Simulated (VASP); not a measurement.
Runs of VASP 6.6.1 on BP. The structure is that of space group P6_3/mmc (No. 194), or close to it. The cells are those of the table. 

```tsv
task	cell	k mesh	cutoff (eV)	smearing	gap on the mesh (eV)	pressure (GPa)	relaxed volume (Å³/atom)
relaxation of cell and atoms	relaxed from a = 2.886, b = 2.886, c = 7.665 Å, angles 90.0, 90.0, 120.0°, 4 atoms	6 × 6 × 2	600	gaussian 0.1 eV	0.89	-0.1	21.31
single point	a = 3.214, b = 3.214, c = 9.850 Å, angles 90.0, 90.0, 120.0°, 4 atoms	12 × 12 × 4	520	gaussian 0.02 eV	0.91	-0.1	-
single point	a = 3.216, b = 3.216, c = 9.176 Å, angles 90.0, 90.0, 120.0°, 4 atoms	6 × 6 × 2	520	gaussian 0.1 eV	0.89	-0.2	-
relaxation of cell and atoms	relaxed from a = 3.214, b = 3.214, c = 9.850 Å, angles 90.0, 90.0, 120.0°, 4 atoms	12 × 12 × 4	600	gaussian 0.02 eV	0.90	0.0	22.01
relaxation of cell and atoms	relaxed from a = 3.216, b = 3.216, c = 9.176 Å, angles 90.0, 90.0, 120.0°, 4 atoms	12 × 12 × 4	600	gaussian 0.02 eV	0.90	0.0	(b)
single point	a = 2.886, b = 2.886, c = 7.665 Å, angles 90.0, 90.0, 120.0°, 4 atoms	6 × 6 × 2	520	gaussian 0.1 eV	(a)	56.2	-
```

Alike in all rows: level PBE; potentials or basis VASP PAW PBE potentials, release 64 (B, P); no spin polarisation.

Task: Fill in the values left out.

Result: (a) 0.25; (b) 21.81.

Caveats: this functional lacks dispersion, which binds the layers, so the pressure and a relaxed spacing across them are unreliable; the volume moved by over 15 % at a fixed basis, so the end points are rough (some runs).

A k mesh can miss the band edges.
